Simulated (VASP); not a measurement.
# AlN (series) (F-43m) in VASP: a series of runs

The runs below take AlN (series) through single point, with PBE.

Program: VASP 6.6.1. These are calculated values, not measurements. Logs are shortened: lines on timing, memory, paths and dates and some standing lists are left out, and cuts for length are marked.

## Step 1: The cell of the first run

Symmetry: F-43m, No. 216, cubic system. The conventional cell has a = 4.368 Å, b = 4.368 Å, c = 4.368 Å, α = 90.00°, β = 90.00°, γ = 90.00°. Within 2.5 Å of Al (site symmetry -43m) lie 4 N at 1.89 Å. N (site symmetry -43m) has 4 Al at 1.89 Å within 2.5 Å.

## Step 2: Single point, PBE

INCAR reads:

```
  PREC = Accurate
  ENCUT = 600
  EDIFF = 1E-6
  ISMEAR = 0
  SIGMA = 0.02
  LREAL = F
  LASPH = T
  NELM = 120
  ALGO = Normal
  ISIF = 2
  LWAVE = F
  LCHARG = F
  GGA = PE
  NBANDS = 11
  GGA_COMPAT = F
```

KPOINTS reads:

```
Automatic mesh
0
Gamma
  4 4 4
```

POSCAR reads:

```
AlN
1.0
    0.0000000000      2.1839935596      2.1839935596
    2.1839935596      0.0000000000      2.1839935596
    2.1839935596      2.1839935596      0.0000000000
Al N
1 1
Direct
    0.0000000000      0.0000000000      0.0000000000
    0.7500000000      0.7500000000      0.7500000000
```

Potentials or basis: VASP PAW PBE potentials, release 64 (Al, N).

Command:

```
cat potpaw_PBE.64/Al/POTCAR potpaw_PBE.64/N/POTCAR > POTCAR
mpirun -np 1 vasp_std > vasp.out
```

OUTCAR:

```text
PREC = Accurate
   ENCUT = 600
   EDIFF = 1E-6
   ISMEAR = 0
   LREAL = F
   LASPH = T
   NELM = 120
   ISIF = 2
   GGA = PE

 ion  position               nearest neighbor table
   1  0.000  0.000  0.000-   2 1.89   2 1.89   2 1.89   2 1.89
   2  0.750  0.750  0.750-   1 1.89   1 1.89   1 1.89   1 1.89

  LATTYP: Found a face centered cubic cell.
 ALAT       =     4.3679871192

  Lattice vectors:

 A1 = (   0.0000000000,   2.1839935596,   2.1839935596)
 A2 = (   2.1839935596,   0.0000000000,   2.1839935596)
 A3 = (   2.1839935596,   2.1839935596,   0.0000000000)

Analysis of symmetry for initial positions (statically):
=====================================================================
 Subroutine PRICEL returns:
 Original cell was already a primitive cell.

 Routine SETGRP: Setting up the symmetry group for a
 face centered cubic supercell.

 Subroutine GETGRP returns: Found 24 space group operations
 (whereof 24 operations were pure point group operations)
 out of a pool of 48 trial point group operations.

The static configuration has the point symmetry T_d .

Analysis of symmetry for dynamics (positions and initial velocities):
=====================================================================
 Subroutine PRICEL returns:
 Original cell was already a primitive cell.

 Routine SETGRP: Setting up the symmetry group for a
 face centered cubic supercell.

 Subroutine GETGRP returns: Found 24 space group operations
 (whereof 24 operations were pure point group operations)
 out of a pool of 48 trial point group operations.

The dynamic configuration has the point symmetry T_d .

 Subroutine INISYM returns: Found 24 space group operations
 (whereof 24 operations are pure point group operations),
 and found     1 'primitive' translations

----------------------------------------------------------------------------------------

                                     Primitive cell

  volume of cell :      20.8345

  direct lattice vectors                    reciprocal lattice vectors
     0.000000000  2.183993560  2.183993560    -0.228938404  0.228938404  0.228938404
     2.183993560  0.000000000  2.183993560     0.228938404 -0.228938404  0.228938404
     2.183993560  2.183993560  0.000000000     0.228938404  0.228938404 -0.228938404

  length of vectors
     3.088633312  3.088633312  3.088633312     0.396532948  0.396532948  0.396532948

  position of ions in fractional coordinates (direct lattice)
     0.000000000  0.000000000  0.000000000
     0.750000000  0.750000000  0.750000000

  ion indices of the primitive-cell ions
   primitive index   ion index
                 1           1
                 2           2

----------------------------------------------------------------------------------------

 KPOINTS: Automatic mesh

Automatic generation of k-mesh.
 Grid dimensions read from file:
 generate k-points for:    4    4    4

 Generating k-lattice:

  Cartesian coordinates                     Fractional coordinates (reciprocal lattice)
    -0.057234601  0.057234601  0.057234601     0.250000000  0.000000000  0.000000000
     0.057234601 -0.057234601  0.057234601     0.000000000  0.250000000  0.000000000
     0.057234601  0.057234601 -0.057234601     0.000000000  0.000000000  0.250000000

  Length of vectors
     0.099133237  0.099133237  0.099133237

  Shift w.r.t. Gamma in fractional coordinates (k-lattice)
     0.000000000  0.000000000  0.000000000

 Subroutine IBZKPT returns following result:
 ===========================================

 Found      8 irreducible k-points:

 Following reciprocal coordinates:
            Coordinates               Weight
  0.000000  0.000000  0.000000      1.000000
  0.250000  0.000000  0.000000      8.000000
  0.500000  0.000000  0.000000      4.000000
  0.250000  0.250000  0.000000      6.000000
  0.500000  0.250000  0.000000     24.000000
 -0.250000  0.250000  0.000000     12.000000
  0.500000  0.500000  0.000000      3.000000
 -0.250000  0.500000  0.250000      6.000000
   k-points           NKPTS =      8   k-points in BZ     NKDIM =      8   number of bands    NBANDS=     11
   number of dos      NEDOS =    301   number of ions     NIONS =      2
   total plane-waves  NPLWV =  21952
   dimension x,y,z NGX =    28 NGY =   28 NGZ =   28
   dimension x,y,z NGXF=    56 NGYF=   56 NGZF=   56
   ions per type =               1   1
   NGX,Y,Z   is equivalent  to a cutoff of  15.07, 15.07, 15.07 a.u.
   NGXF,Y,Z  is equivalent  to a cutoff of  30.14, 30.14, 30.14 a.u.
 SYSTEM =  unknown system
   PREC   = accura    normal or accurate (medium, high low for compatibility)
   ISTART =      0    job   : 0-new  1-cont  2-samecut
   ICHARG =      2    charge: 1-file 2-atom 10-const
   ISPIN  =      1    spin polarized calculation?
   LNONCOLLINEAR =      F non collinear calculations
   LSORBIT =      F    spin-orbit coupling
   LASPH  =      T    aspherical Exc in radial PAW
   ENCUT  =  600.0 eV  44.10 Ry    6.64 a.u.   6.17  6.17  6.17*2*pi/ulx,y,z
   NELM   =    120;   NELMIN=  2; NELMDL= -5     # of ELM steps
   EDIFF  = 0.1E-05   stopping-criterion for ELM
   LREAL  =      F    real-space projection
   EDIFFG = 0.1E-04   stopping-criterion for IOM
   NSW    =      0    number of steps for IOM
   IBRION =     -1    ionic relax: 0-MD 1-quasi-New 2-CG
   NFREE  =      0    steps in history (QN), initial steepest desc. (CG)
   ISIF   =      2    stress and relaxation
   ISYM   =      2    0-nonsym 1-usesym 2-fastsym
   POTIM  = 0.5000    time-step for ionic-motion
   TEBEG  =    0.0;   TEEND  =   0.0 temperature during run
   PSTRESS=    0.0 pullay stress
   NELECT =       8.0000    total number of electrons
   NUPDOWN=      -1.0000    fix difference up-down
   EMIN   =  10.00;   EMAX   =-10.00  energy-range for DOS
   EFERMI =   0.00;   METHOD = LEGACY
   ISMEAR =     0;   SIGMA  =   0.02  broadening in eV -4-tet -1-fermi 0-gaus
   EFERMI_NEDOS =   21; number of points for ismear=-14 and -15
   IALGO  =     38    algorithm
   IMIX   =      4    mixing-type and parameters
     AMIX     =   0.40;   BMIX     =  1.00
     AMIX_MAG =   1.60;   BMIX_MAG =  1.00
  volume/ion in A,a.u.               =      10.42        70.30
  Fermi-wavevector in a.u.,A,eV,Ry     =   1.189899  2.248583 19.263943  1.415860
  Thomas-Fermi vector in A             =   2.325996
   LORBIT       =      0    0 simple, 1 ext, 2 COOP (PROOUT), +10 PAW based schemes
   GGA     = PE    functional components
   LHFCALC =     F    Hartree Fock is set to
   AEXX    =    0.0000 exact exchange contribution
   IVDW    =     0    specifies the selected vdW correction
   LEPSILON=     F    determine dielectric tensor
   LRPA    =     F    only Hartree local field effects (RPA)
 non-spin polarized calculation
 Gauss-broadening in eV      SIGMA  =   0.02
  energy-cutoff  :      600.00
  volume of cell :       20.83
 maximum number of plane-waves:       725
 NGX is ok and might be reduce to    28
   NGX = 13   NGY = 13   NGZ = 13

 number of electron       7.9999999 magnetization

 Free energy of the ion-electron system (eV)
  ---------------------------------------------------
  ext. energy  EPLUGINS =         0.00000000
  ---------------------------------------------------
  free energy    TOTEN  =       -14.80486307 eV

  energy without entropy =      -14.80486307  energy(sigma->0) =      -14.80486307

 E-fermi :   6.1888     XC(G=0): -10.9265

 val. band max:        6.0006338418   @ k =   0.0000   0.0000   0.0000
 cond. band min:       9.2925209415   @ k =   0.5000   0.5000   0.0000
 fundamental gap:      3.2918870996
 Fermi energy:         6.1887726507

 k-point     1 :       0.0000    0.0000    0.0000
  band No.  band energies     occupation
      1      -8.9883      2.00000
      2       6.0006      2.00000
      3       6.0006      2.00000
      4       6.0006      2.00000
      5      10.1846      0.00000
      6      18.5343      0.00000
      7      18.5343      0.00000
      8      18.5343      0.00000
      9      23.6632      0.00000
     10      23.6632      0.00000
     11      25.0663      0.00000

 k-point     2 :       0.2500    0.0000    0.0000
  band No.  band energies     occupation
      1      -8.1359      2.00000
      2       2.7320      2.00000
      3       5.7444      2.00000
      4       5.7444      2.00000
      5      12.4460      0.00000
      6      16.9534      0.00000
      7      18.3013      0.00000
      8      18.3013      0.00000
      9      22.2514      0.00000
     10      22.2514      0.00000
     11      23.2163      0.00000

 k-point     3 :       0.5000    0.0000    0.0000
  band No.  band energies     occupation
      1      -6.9342      2.00000
      2       0.1308      2.00000
      3       5.5196      2.00000
      4       5.5196      2.00000
      5      13.3611      0.00000
      6      15.8564      0.00000
      7      17.1200      0.00000
      8      17.1200      0.00000
      9      23.9687      0.00000
     10      26.0785      0.00000
     11      26.0785      0.00000

 k-point     4 :       0.2500    0.2500    0.0000
  band No.  band energies     occupation
      1      -7.8586      2.00000
      2       3.1072      2.00000
      3       5.0195      2.00000
      4       5.0195      2.00000
      5      11.9503      0.00000
      6      16.2320      0.00000
      7      17.4920      0.00000
      8      20.0039      0.00000
      9      20.0039      0.00000
     10      25.5444      0.00000
     11      28.7334      0.00000

 k-point     5 :       0.5000    0.2500    0.0000
  band No.  band energies     occupation
      1      -6.6654      2.00000
      2       1.2151      2.00000
      3       3.6642      2.00000
      4       4.8041      2.00000
      5      11.8680      0.00000
      6      15.9661      0.00000
      7      18.1179      0.00000
      8      19.4054      0.00000
      9      21.6569      0.00000
     10      26.7439      0.00000
     11      28.8298      0.00000

 k-point     6 :      -0.2500    0.2500    0.0000
  band No.  band energies     occupation
      1      -7.0678      2.00000
      2       1.6264      2.00000
      3       3.5167      2.00000
      4       5.4764      2.00000
      5      13.8010      0.00000
      6      15.2305      0.00000
      7      17.6463      0.00000
      8      18.4835      0.00000
      9      22.0189      0.00000
     10      24.7006      0.00000
     11      28.0558      0.00000

 k-point     7 :       0.5000    0.5000    0.0000
  band No.  band energies     occupation
      1      -6.2971      2.00000
      2       1.0854      2.00000
      3       4.2213      2.00000
      4       4.2213      2.00000
      5       9.2925      0.00000
      6      14.5900      0.00000
      7      19.9548      0.00000
      8      21.7187      0.00000
      9      21.7187      0.00000
     10      29.5223      0.00000
     11      29.9715      0.00000

 k-point     8 :      -0.2500    0.5000    0.2500
  band No.  band energies     occupation
      1      -6.2407      2.00000
      2       2.2086      2.00000
      3       2.5554      2.00000
      4       3.2951      2.00000
      5      12.0307      0.00000
      6      17.4125      0.00000
      7      17.9565      0.00000
      8      18.1634      0.00000
      9      23.2245      0.00000
     10      24.8876      0.00000
     11      31.0083      0.00000

------------------------ aborting loop because EDIFF is reached ----------------------------------------

  FORCE on cell =-STRESS in cart. coord.  units (eV):
  Direction    XX          YY          ZZ          XY          YZ          ZX
  --------------------------------------------------------------------------------------
  -------------------------------------------------------------------------------------
  Total        0.5853381      0.5853381      0.5853381     -0.0000000     -0.0000000      0.0000000
  in kB       45.0125195     45.0125195     45.0125195     -0.0000000     -0.0000000      0.0000000
  external PRESSURE =      45.0125195 kB  Pullay stress =       0.0000000 kB

 VOLUME and BASIS-vectors are now :
 -----------------------------------------------------------------------------
  energy-cutoff  :      600.00
  volume of cell :       20.83
      direct lattice vectors                 reciprocal lattice vectors
     0.000000000  2.183993560  2.183993560    -0.228938404  0.228938404  0.228938404
     2.183993560  0.000000000  2.183993560     0.228938404 -0.228938404  0.228938404
     2.183993560  2.183993560  0.000000000     0.228938404  0.228938404 -0.228938404

 POSITION                                       TOTAL-FORCE (eV/Angst)
 -----------------------------------------------------------------------------------
      0.00000      0.00000      0.00000        -0.000000     -0.000000     -0.000000
      3.27599      3.27599      3.27599         0.000000      0.000000      0.000000
 -----------------------------------------------------------------------------------
    total drift:                               -0.000000     -0.000000     -0.000000

  FREE ENERGIE OF THE ION-ELECTRON SYSTEM (eV)
  ---------------------------------------------------
  free  energy   TOTEN  =       -14.8048630659 eV

  energy  without entropy=      -14.8048630659  energy(sigma->0) =      -14.80486307
```

Wall time 5.2 s (1 thread of AMD EPYC 7R13, shared host); peak memory 0.11 GiB.

Results:

| Item | Value |
| --- | --- |
| Free energy | -14.8049 eV |
| Pressure | 4.5 GPa |
| Band gap on the k mesh | 3.29 eV, indirect (least direct gap 4.18 eV) |

Caveat: the k points lie up to 0.62 Å⁻¹ apart. As with any semilocal functional, this PBE gap is likely too small.

## Step 3: Single point, PBE

INCAR reads:

```
ALGO = Normal
EDIFF = 1E-6
ENCUT = 600
GGA = PE
GGA_COMPAT = False
ISIF = 2
ISMEAR = 0
LASPH = True
LCHARG = False
LREAL = False
LWAVE = False
NBANDS = 11
NELM = 120
PREC = Accurate
SIGMA = 0.02
```

KPOINTS reads:

```
k-points
0
Gamma
  6 6 6
```

POSCAR is that of step 2.

Potentials or basis: VASP PAW PBE potentials, release 64 (Al, N).

Command:

```
cat potpaw_PBE.64/Al/POTCAR potpaw_PBE.64/N/POTCAR > POTCAR
mpirun -np 1 vasp_std > vasp.out
```

Wall time 7.5 s (1 thread of AMD EPYC 7R13, shared host); peak memory 0.12 GiB.

Results (log left out):

| Quantity | Value |
| --- | --- |
| Free energy | -14.8401 eV |
| Pressure | 4.5 GPa |
| Band gap on the k mesh | 3.32 eV, indirect (least direct gap 4.20 eV) |

Levels at points of the mesh, in eV from the valence-band top:
| k point | band 2 | band 3 | band 4 | band 5 | band 6 | band 7 |
| --- | --- | --- | --- | --- | --- | --- |
| (0.00, 0.00, 0.00) | 0.00 | 0.00 | 0.00 | 4.20 | 12.56 | 12.56 |
| (0.50, 0.00, 0.00) | -5.86 | -0.48 | -0.48 | 7.38 | 9.86 | 11.14 |
| (0.50, 0.50, 0.00) | -4.90 | -1.77 | -1.77 | 3.32 | 8.61 | 13.96 |

## Step 4: Single point, PBE

INCAR reads:

```
SYSTEM = AlN
  ALGO = Normal
  EDIFF = 1E-6
  ENCUT = 600
  GGA = PE
  GGA_COMPAT = .FALSE.
  ISIF = 2
  ISMEAR = 0
  LASPH = .TRUE.
  LCHARG = .FALSE.
  LREAL = .FALSE.
  LWAVE = .FALSE.
  NBANDS = 11
  NELM = 120
  PREC = Accurate
  SIGMA = 0.1
```

KPOINTS reads:

```
k-points
0
G
  8 8 8
  0 0 0
```

POSCAR is that of step 3.

Command:

```
cat potpaw_PBE.64/Al/POTCAR potpaw_PBE.64/N/POTCAR > POTCAR
mpirun -np 1 vasp_std > vasp.out
```

Run time: 11 s. Hardware: 1 thread of AMD EPYC 7R13, shared host; peak memory 0.12 GiB.

Results (log left out):

- Free energy: -14.8418 eV
- Pressure: 4.5 GPa
- Band gap on the k mesh: 3.32 eV, indirect (least direct gap 4.20 eV)

Levels at points of the mesh, in eV from the valence-band top:
```tsv
k point	band 2	band 3	band 4	band 5	band 6	band 7
(0.00, 0.00, 0.00)	0.00	0.00	0.00	4.20	12.56	12.56
(0.50, 0.00, 0.00)	-5.85	-0.48	-0.48	7.38	9.87	11.15
(0.50, 0.50, 0.00)	-4.90	-1.77	-1.77	3.32	8.61	13.96
```

## Step 5: Single point, PBE

INCAR reads:

```
SYSTEM = AlN
  PREC = Accurate
  ENCUT = 600
  EDIFF = 1E-6
  ISMEAR = 0
  SIGMA = 0.02
  LREAL = .FALSE.
  LASPH = .TRUE.
  NELM = 120
  ALGO = Normal
  ISIF = 2
  LWAVE = .FALSE.
  LCHARG = .FALSE.
  GGA = PE
  NBANDS = 11
  GGA_COMPAT = .FALSE.
```

KPOINTS reads:

```
Automatic mesh
0
G
  8 8 8
  0 0 0
```

POSCAR is that of step 4.

Command:

```
cat potpaw_PBE.64/Al/POTCAR potpaw_PBE.64/N/POTCAR > POTCAR
mpirun -np 1 vasp_std > vasp.out
```

Wall time 12 s (1 thread of AMD EPYC 7R13, shared host); peak memory 0.12 GiB.

The run converged. Its results:

* Free energy: -14.8418 eV
* Pressure: 4.5 GPa
* Band gap on the k mesh: 3.32 eV, indirect (least direct gap 4.20 eV)

Levels at points of the mesh, in eV from the valence-band top:
```tsv
k point	band 1	band 2	band 3	band 4	band 5	band 6	band 7	band 8
(0.00, 0.00, 0.00)	-14.98	0.00	0.00	0.00	4.20	12.56	12.56	12.56
(0.50, 0.00, 0.00)	-12.93	-5.85	-0.48	-0.48	7.38	9.87	11.15	11.15
(0.50, 0.50, 0.00)	-12.30	-4.90	-1.77	-1.77	3.32	8.61	13.96	15.73
```

## Step 6: Overview

```tsv
k mesh	smearing	gap on the mesh (eV)	pressure (GPa)
4 × 4 × 4	gaussian 0.02 eV	3.29	4.5
6 × 6 × 6	gaussian 0.02 eV	3.32	4.5
8 × 8 × 8	gaussian 0.1 eV	3.32	4.5
8 × 8 × 8	gaussian 0.02 eV	3.32	4.5
```

Alike in all rows: task single point; level PBE; potentials or basis VASP PAW PBE potentials, release 64 (Al, N); no spin polarisation; cell as given; cutoff (eV) 600.

Caveats: some runs use coarse meshes.

Absolute energies hang on the potentials; compare differences alone.
